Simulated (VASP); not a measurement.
# Mg3ZnS4 (Cmmm) in VASP: notebook, part 2 of 2

VASP 6.6.1.

## Step 4: Single point, LDA

INCAR

```
ALGO = Normal ; EDIFF = 1E-6
ENCUT = 520 ; ISIF = 2
ISMEAR = 0 ; LASPH = T
LCHARG = F ; LREAL = F
LWAVE = F ; NBANDS = 31
NELM = 60 ; PREC = Accurate
SIGMA = 0.02
```

KPOINTS

```
k-points
0
Gamma
  6 6 8
```

POSCAR

```
Mg3ZnS4
1.0
    3.6722489000     -5.2134568000      0.0000000000
    3.6722489000      5.2134568000      0.0000000000
    0.0000000000      0.0000000000      3.6760849000
Mg Zn S
3 1 4
Direct
    0.0000000000      0.5000000000      0.5000000000
    0.5000000000      0.0000000000      0.5000000000
    0.5000000000      0.5000000000      0.0000000000
    0.0000000000      0.0000000000      0.0000000000
    0.7500790000      0.2499210000      0.0000000000
    0.7562390000      0.7562390000      0.5000000000
    0.2437610000      0.2437610000      0.5000000000
    0.2499210000      0.7500790000      0.0000000000
```

Potentials or basis: VASP PAW LDA potentials, release 64 (Mg, Zn, S).

Run with:

```sh
> cat potpaw_LDA.64/Mg/POTCAR potpaw_LDA.64/Zn/POTCAR potpaw_LDA.64/S/POTCAR > POTCAR
> mpirun -np 1 vasp_std > vasp.out
```

OUTCAR:

```text
EDIFF = 1E-6
   ENCUT = 520
   ISIF = 2
   ISMEAR = 0
   LASPH = T
   LREAL = F
   NELM = 60
   PREC = Accurate

 ion  position               nearest neighbor table
   1  0.000  0.500  0.500-   5 2.60   8 2.60   5 2.60   8 2.60   7 2.61   6 2.61
   2  0.500  0.000  0.500-   5 2.60   8 2.60   5 2.60   8 2.60   7 2.61   6 2.61
   3  0.500  0.500  0.000-   5 2.61   8 2.61   7 2.63   6 2.63   6 2.63   7 2.63
   4  0.000  0.000  0.000-   6 2.57   7 2.57   6 2.57   7 2.57   5 2.61   8 2.61
   5  0.750  0.250  0.000-   1 2.60   2 2.60   1 2.60   2 2.60   4 2.61   3 2.61
   6  0.756  0.756  0.500-   4 2.57   4 2.57   1 2.61   2 2.61   3 2.63   3 2.63
   7  0.244  0.244  0.500-   4 2.57   4 2.57   1 2.61   2 2.61   3 2.63   3 2.63
   8  0.250  0.750  0.000-   1 2.60   2 2.60   1 2.60   2 2.60   4 2.61   3 2.61

  LATTYP: Found a base centered orthorhombic cell.
 ALAT       =     7.3444978000
 B/A-ratio  =     1.4196904790
 C/A-ratio  =     0.5005222958

  Lattice vectors:

 A1 = (   3.6722489000,  -5.2134568000,   0.0000000000)
 A2 = (   3.6722489000,   5.2134568000,   0.0000000000)
 A3 = (   0.0000000000,   0.0000000000,   3.6760849000)

Analysis of symmetry for initial positions (statically):
=====================================================================
 Subroutine PRICEL returns:
 Original cell was already a primitive cell.

 Routine SETGRP: Setting up the symmetry group for a
 base centered orthorhombic supercell.

 Subroutine GETGRP returns: Found  8 space group operations
 (whereof  8 operations were pure point group operations)
 out of a pool of  8 trial point group operations.

The static configuration has the point symmetry D_2h.

Analysis of symmetry for dynamics (positions and initial velocities):
=====================================================================
 Subroutine PRICEL returns:
 Original cell was already a primitive cell.
[... 137 lines left out ...]
   IALGO  =     38    algorithm
   IMIX   =      4    mixing-type and parameters
     AMIX     =   0.40;   BMIX     =  1.00
     AMIX_MAG =   1.60;   BMIX_MAG =  1.00
  volume/ion in A,a.u.               =      17.59       118.74
  Fermi-wavevector in a.u.,A,eV,Ry     =   1.093957  2.067278 16.282653  1.196741
  Thomas-Fermi vector in A             =   2.230252
   LORBIT       =      0    0 simple, 1 ext, 2 COOP (PROOUT), +10 PAW based schemes
   GGA     = CA    functional components
   LHFCALC =     F    Hartree Fock is set to
   AEXX    =    0.0000 exact exchange contribution
   IVDW    =     0    specifies the selected vdW correction
   LEPSILON=     F    determine dielectric tensor
   LRPA    =     F    only Hartree local field effects (RPA)
 non-spin polarized calculation
 Gauss-broadening in eV      SIGMA  =   0.02
  energy-cutoff  :      520.00
  volume of cell :      140.76
 maximum number of plane-waves:      3820
   NGX = 23   NGY = 23   NGZ = 13

 number of electron      42.0000016 magnetization

 Free energy of the ion-electron system (eV)
  ---------------------------------------------------
  ext. energy  EPLUGINS =         0.00000000
  ---------------------------------------------------
  free energy    TOTEN  =       -36.26756830 eV

  energy without entropy =      -36.26756830  energy(sigma->0) =      -36.26756830

 E-fermi :   3.5153     XC(G=0): -10.1994

 val. band max:        3.4220038029   @ k =   0.1667   0.1667   0.0000
 cond. band min:       4.4402997124   @ k =   0.5000   0.5000   0.5000
 fundamental gap:      1.0182959095
 Fermi energy:         3.5153132906

 k-point     1 :       0.0000    0.0000    0.0000
  band No.  band energies     occupation
      1      -9.3549      2.00000
      2      -7.9816      2.00000
      3      -7.9360      2.00000
      4      -7.6586      2.00000
      5      -2.7481      2.00000
      6      -2.6990      2.00000
[... 805 lines left out ...]
     30      10.2785      0.00000
     31      10.5437      0.00000

 [... further k-points ...]
[... 5 lines left out ...]
  --------------------------------------------------------------------------------------
  -------------------------------------------------------------------------------------
  Total       -4.8638148     -4.8426704     -4.8136568      0.0000000      0.0000000      0.0000000
  in kB      -55.3623089    -55.1216328    -54.7913865      0.0000000      0.0000000      0.0000000
  external PRESSURE =     -55.0917761 kB  Pullay stress =       0.0000000 kB

 VOLUME and BASIS-vectors are now :
 -----------------------------------------------------------------------------
  energy-cutoff  :      520.00
  volume of cell :      140.76
      direct lattice vectors                 reciprocal lattice vectors
     3.672248900 -5.213456800  0.000000000     0.136156348 -0.095905657  0.000000000
     3.672248900  5.213456800  0.000000000     0.136156348  0.095905657  0.000000000
     0.000000000  0.000000000  3.676084900     0.000000000  0.000000000  0.272028538

 POSITION                                       TOTAL-FORCE (eV/Angst)
 -----------------------------------------------------------------------------------
      1.83612      2.60673      1.83804         0.000000      0.000000      0.000000
      1.83612     -2.60673      1.83804        -0.000000      0.000000      0.000000
      3.67225      0.00000      0.00000         0.000000      0.000000      0.000000
      0.00000      0.00000      0.00000         0.000000      0.000000      0.000000
      3.67225     -2.60755      0.00000         0.000000     -0.081758      0.000000
      5.55420      0.00000      1.83804         0.142216      0.000000      0.000000
      1.79030      0.00000      1.83804        -0.142216      0.000000      0.000000
      3.67225      2.60755      0.00000         0.000000      0.081758     -0.000000
 -----------------------------------------------------------------------------------
    total drift:                               -0.000000      0.000000     -0.000000

  FREE ENERGIE OF THE ION-ELECTRON SYSTEM (eV)
  ---------------------------------------------------
  free  energy   TOTEN  =       -36.2675682969 eV

  energy  without entropy=      -36.2675682969  energy(sigma->0) =      -36.26756830
```

stdout:

```text
POSCAR found type information on POSCAR MgZnS
 POSCAR found :  3 types and       8 ions
 scaLAPACK will be used
 LDA part: xc-table for (Slater(with rela. corr.)+CA(PZ))
 , standard interpolation
 POSCAR, INCAR and KPOINTS ok, starting setup
 FFT: planning ... GRIDC
 FFT: planning ... GRID_SOFT
 FFT: planning ... GRID
 WAVECAR not read
 entering main loop
```

It took 2.8 min on 1 thread of AMD EPYC 9R45 (Zen 5), shared host; peak memory 0.34 GiB.

Results:

| Item | Value |
| --- | --- |
| Free energy | -36.2676 eV |
| Pressure | -5.5 GPa |
| Largest force | 0.142 eV/Å |
| Band gap on the k mesh | 1.02 eV (least direct gap 1.22 eV) |

Forces on the atoms (eV/Å):
```
Mg   0.000  0.000  0.000
Mg   0.000  0.000  0.000
Mg   0.000  0.000  0.000
Zn   0.000  0.000  0.000
S    0.000 -0.082  0.000
S    0.142  0.000  0.000
S   -0.142  0.000  0.000
S    0.000  0.082  0.000
```

Caveat: the cell stands under tension. A k mesh can miss the band edges.

## Step 5: Single point, PBE (18.12 Å³/atom)

This run uses another cell than the first one, of 18.12 Å³/atom.

INCAR

```
SYSTEM = Mg3ZnS4
ALGO = Normal
EDIFF = 1E-6
ENCUT = 520
GGA = PE
ISIF = 2
ISMEAR = 0
LASPH = .TRUE.
LCHARG = .FALSE.
LREAL = .FALSE.
LWAVE = .FALSE.
NBANDS = 31
NELM = 80
PREC = Accurate
SIGMA = 0.02
```

KPOINTS

```
k-points
0
G
  6 6 8
  0 0 0
```

POSCAR

```
Mg3ZnS4
1.0
    3.7090384530     -5.2652177910      0.0000000000
    3.7090384530      5.2652177910      0.0000000000
    0.0000000000      0.0000000000      3.7119572882
Mg Zn S
3 1 4
Direct
    0.0000000000      0.5000000000      0.5000000000
    0.5000000000      0.0000000000      0.5000000000
    0.5000000000      0.5000000000      0.0000000000
    0.0000000000      0.0000000000      0.0000000000
    0.7501139780      0.2498860220      0.0000000000
    0.7565796245      0.7565796245      0.5000000000
    0.2434203755      0.2434203755      0.5000000000
    0.2498860220      0.7501139780      0.0000000000
```

Potentials or basis: VASP PAW PBE potentials, release 64 (Mg, Zn, S).

Run with:

```sh
> cat potpaw_PBE.64/Mg/POTCAR potpaw_PBE.64/Zn/POTCAR potpaw_PBE.64/S/POTCAR > POTCAR
> mpirun -np 1 vasp_std > vasp.out
```

OUTCAR:

```text
SYSTEM = Mg3ZnS4
   EDIFF = 1E-6
   ENCUT = 520
   GGA = PE
   ISIF = 2
   ISMEAR = 0
   LASPH = .TRUE.
   LREAL = .FALSE.
   NELM = 80
   PREC = Accurate

 ion  position               nearest neighbor table
   1  0.000  0.500  0.500-   5 2.62   8 2.62   5 2.62   8 2.62   7 2.63   6 2.63
   2  0.500  0.000  0.500-   5 2.62   8 2.62   5 2.62   8 2.62   7 2.63   6 2.63
   3  0.500  0.500  0.000-   5 2.63   8 2.63   7 2.66   6 2.66   6 2.66   7 2.66
   4  0.000  0.000  0.000-   6 2.59   7 2.59   6 2.59   7 2.59   5 2.63   8 2.63
   5  0.750  0.250  0.000-   1 2.62   2 2.62   1 2.62   2 2.62   4 2.63   3 2.63
   6  0.757  0.757  0.500-   4 2.59   4 2.59   1 2.63   2 2.63   3 2.66   3 2.66
   7  0.243  0.243  0.500-   4 2.59   4 2.59   1 2.63   2 2.63   3 2.66   3 2.66
   8  0.250  0.750  0.000-   1 2.62   2 2.62   1 2.62   2 2.62   4 2.63   3 2.63

  LATTYP: Found a base centered orthorhombic cell.
 ALAT       =     7.4180769060
 B/A-ratio  =     1.4195640886
 C/A-ratio  =     0.5003934760

  Lattice vectors:

 A1 = (   3.7090384530,  -5.2652177910,   0.0000000000)
 A2 = (   3.7090384530,   5.2652177910,   0.0000000000)
 A3 = (   0.0000000000,   0.0000000000,   3.7119572882)

Analysis of symmetry for initial positions (statically):
[... 196 lines left out ...]
      3      -8.0152      2.00000
      4      -7.7554      2.00000
      5      -2.6243      2.00000
      6      -2.5911      2.00000
[... 805 lines left out ...]
     30      10.2749      0.00000
     31      10.5223      0.00000

 [... further k-points ...]

------------------------ aborting loop because EDIFF is reached ----------------------------------------

  FORCE on cell =-STRESS in cart. coord.  units (eV):
  Direction    XX          YY          ZZ          XY          YZ          ZX
  --------------------------------------------------------------------------------------
  -------------------------------------------------------------------------------------
  Total       -2.1174576     -2.0946282     -2.1054084      0.0000000      0.0000000      0.0000000
  in kB      -23.3999360    -23.1476492    -23.2667809      0.0000000      0.0000000      0.0000000
  external PRESSURE =     -23.2714554 kB  Pullay stress =       0.0000000 kB

 VOLUME and BASIS-vectors are now :
 -----------------------------------------------------------------------------
  energy-cutoff  :      520.00
  volume of cell :      144.98
      direct lattice vectors                 reciprocal lattice vectors
     3.709038453 -5.265217791  0.000000000     0.134805828 -0.094962833  0.000000000
     3.709038453  5.265217791  0.000000000     0.134805828  0.094962833  0.000000000
     0.000000000  0.000000000  3.711957288     0.000000000  0.000000000  0.269399652

 POSITION                                       TOTAL-FORCE (eV/Angst)
 -----------------------------------------------------------------------------------
      1.85452      2.63261      1.85598        -0.000000     -0.000000      0.000000
      1.85452     -2.63261      1.85598         0.000000     -0.000000      0.000000
      3.70904      0.00000      0.00000         0.000000     -0.000000      0.000000
      0.00000      0.00000      0.00000         0.000000     -0.000000      0.000000
      3.70904     -2.63381      0.00000         0.000000      0.020806      0.000000
      5.61237      0.00000      1.85598        -0.015685     -0.000000      0.000000
      1.80571      0.00000      1.85598         0.015685     -0.000000     -0.000000
      3.70904      2.63381      0.00000         0.000000     -0.020806      0.000000
 -----------------------------------------------------------------------------------
    total drift:                                0.000000     -0.000000     -0.000000

  FREE ENERGIE OF THE ION-ELECTRON SYSTEM (eV)
  ---------------------------------------------------
  free  energy   TOTEN  =       -31.6143916211 eV

  energy  without entropy=      -31.6143916211  energy(sigma->0) =      -31.61439162
```

OSZICAR:

```text
N       E                     dE             d eps       ncg     rms          rms(c)
DAV:   1     0.254283274509E+03    0.25428E+03   -0.17722E+04  4030   0.127E+03
DAV:   2    -0.304856661381E+01   -0.25733E+03   -0.24132E+03  4425   0.271E+02
DAV:   3    -0.326504237810E+02   -0.29602E+02   -0.29284E+02  4785   0.923E+01
DAV:   4    -0.334823651469E+02   -0.83194E+00   -0.83018E+00  5139   0.174E+01
DAV:   5    -0.334960408558E+02   -0.13676E-01   -0.13673E-01  5000   0.223E+00    0.959E+00
DAV:   6    -0.316920781648E+02    0.18040E+01   -0.31126E+00  6416   0.412E+01    0.763E+00
DAV:   7    -0.316272490456E+02    0.64829E-01   -0.27983E+00  4684   0.706E+00    0.460E+00
DAV:   8    -0.316143830251E+02    0.12866E-01   -0.11832E-01  4809   0.190E+00    0.163E+00
DAV:   9    -0.316141352724E+02    0.24775E-03   -0.11747E-02  4850   0.127E+00    0.400E-01
DAV:  10    -0.316142167298E+02   -0.81457E-04   -0.14194E-03  5078   0.305E-01    0.124E-01
DAV:  11    -0.316143923025E+02   -0.17557E-03   -0.35089E-04  4719   0.113E-01    0.441E-02
DAV:  12    -0.316143912011E+02    0.11014E-05   -0.35060E-05  5081   0.444E-02    0.149E-02
DAV:  13    -0.316143922158E+02   -0.10147E-05   -0.36779E-06  4676   0.977E-03    0.641E-03
DAV:  14    -0.316143916211E+02    0.59472E-06   -0.26476E-07  2953   0.555E-03
   1 F= -.31614392E+02 E0= -.31614392E+02  d E =-.182280E-14
```

It took 3 min on 1 thread of AMD EPYC 9R45 (Zen 5), shared host; peak memory 0.38 GiB.

Results:

```
Free energy            : -31.6144 eV
Pressure               : -2.3 GPa
Largest force          : 0.021 eV/Å
Band gap on the k mesh : 1.19 eV (least direct gap 1.38 eV)
```

Forces on the atoms (eV/Å):
```
Mg   0.000  0.000  0.000
Mg   0.000  0.000  0.000
Mg   0.000  0.000  0.000
Zn   0.000  0.000  0.000
S    0.000  0.021  0.000
S   -0.016  0.000  0.000
S    0.016  0.000  0.000
S    0.000 -0.021  0.000
```

A k mesh can miss the band edges.

## Step 6: The runs side by side

```tsv
task	level	potentials or basis	cell	cutoff (eV)	gap on the mesh (eV)	pressure (GPa)	largest force (eV/Å)
relaxation of cell and atoms	PBE	VASP PAW PBE potentials, release 64 (Mg, Zn, S)	relaxed from a = 6.377, b = 6.377, c = 3.676 Å, angles 90.0, 90.0, 109.7°, 8 atoms, atomic positions A	600	1.23	0.0	0.01
single point	PBE	VASP PAW PBE potentials, release 64 (Mg, Zn, S)	a = 6.377, b = 6.377, c = 3.676 Å, angles 90.0, 90.0, 109.7°, 8 atoms, atomic positions A	520	1.23	-0.2	0.01
single point	LDA	VASP PAW LDA potentials, release 64 (Mg, Zn, S)	a = 6.377, b = 6.377, c = 3.676 Å, angles 90.0, 90.0, 109.7°, 8 atoms, atomic positions A	520	1.02	-5.5	0.14
single point	PBE	VASP PAW PBE potentials, release 64 (Mg, Zn, S)	a = 6.440, b = 6.440, c = 3.712 Å, angles 90.0, 90.0, 109.7°, 8 atoms, atomic positions B	520	1.19	-2.3	0.02
```

Alike in all rows: no spin polarisation; k mesh 6 × 6 × 8; smearing gaussian 0.02 eV.

Caveats: the cell stands under tension (at least some runs).

Absolute energies hang on the potentials; compare differences alone.
